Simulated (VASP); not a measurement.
Here is a VASP 6.6.1 calculation.

Contents of INCAR:

```
PREC = Accurate
ENCUT = 520
EDIFF = 1E-7
ISMEAR = 0
SIGMA = 0.15
LREAL = False
LASPH = True
NELM = 60
ALGO = Fast
ISIF = 2
LWAVE = False
LCHARG = False
GGA = PE
NBANDS = 34
```

KPOINTS

```
Automatic mesh
0
Gamma
  12 12 12
```

POSCAR

```
CoW3
1.0
    3.8017272066      0.0000000000      0.0000000000
    0.0000000000      3.8017272066      0.0000000000
    0.0000000000      0.0000000000      4.0941677610
Co W
1 3
Direct
    0.0000000000      0.0000000000      0.0000000000
    0.0000000000      0.5000000000      0.5000000000
    0.5000000000      0.0000000000      0.5000000000
    0.5000000000      0.5000000000      0.0000000000
```

Potentials or basis: VASP PAW PBE potentials, release 64 (Co, W_sv).

The run is started by

```bash
$ cat potpaw_PBE.64/Co/POTCAR potpaw_PBE.64/W_sv/POTCAR > POTCAR
$ mpirun -np 1 vasp_std > vasp.out
```

(1) Predict the pressure.

(2) Predict the band gap on the k mesh.

Results:

(1) 1.3 GPa.

(2) zero (an odd number of electrons rules out a gap without spin polarisation).

Caveat: the cell differs from its parent crystal (strain -0.025 along x and y, +0.050 along z); spin-orbit coupling is left out, which moves the levels of the heavy elements; the run has no spin polarisation, though such a crystal can be magnetic.
